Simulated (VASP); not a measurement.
Input of a VASP 6.6.1 run:

The input POSCAR:

```
SnTe
1.0
    0.0000000000      2.9332672060      2.9332672060
    2.9332672060      0.0000000000      2.9332672060
    2.9332672060      2.9332672060      0.0000000000
Sn Te
1 1
Direct
    0.0000000000      0.0000000000      0.0000000000
    0.2500000000      0.2500000000      0.2500000000
```

Contents of INCAR.step1:

```
SYSTEM = SnTe
  PREC = Accurate
  ENCUT = 520
  ISMEAR = -1
  SIGMA = 0.1
  LREAL = .False.
  LASPH = .True.
  NELM = 80
  NBANDS = 17
  GGA = PE
  ALGO = Normal
  EDIFF = 1E-4
  LWAVE = .True.
  LCHARG = .False.
```

INCAR.step2

```
SYSTEM = SnTe
  PREC = Accurate
  ENCUT = 520
  EDIFF = 1E-7
  ISMEAR = -1
  SIGMA = 0.1
  LREAL = .False.
  LASPH = .True.
  NELM = 80
  ALGO = Normal
  ISIF = 2
  LWAVE = .False.
  LCHARG = .False.
  METAGGA = R2SCAN
  LMIXTAU = .True.
  NBANDS = 17
  ISTART = 1
```

File KPOINTS:

```
regular mesh
0
Gamma
  12 12 12
  0 0 0
```

Potentials or basis: VASP PAW PBE potentials, release 64 (Sn_d, Te).

Run with:

```bash
$ cat potpaw_PBE.64/Sn_d/POTCAR potpaw_PBE.64/Te/POTCAR > POTCAR
$ cp INCAR.step1 INCAR
$ mpirun -np 1 vasp_std > vasp.out
$ cp INCAR.step2 INCAR
$ mpirun -np 1 vasp_std > vasp.out
```

(1) Estimate the band gap on the k mesh.

(2) What does it give for the pressure?

## Answers

(1) zero (bands 10 and 11 overlap by 2.88 eV).

(2) 48.7 GPa.

Caveat: the cell stands under pressure; the PAW data sets were made with another functional, which shifts forces and pressure a little; spin-orbit coupling is left out, which moves the levels of the heavy elements.
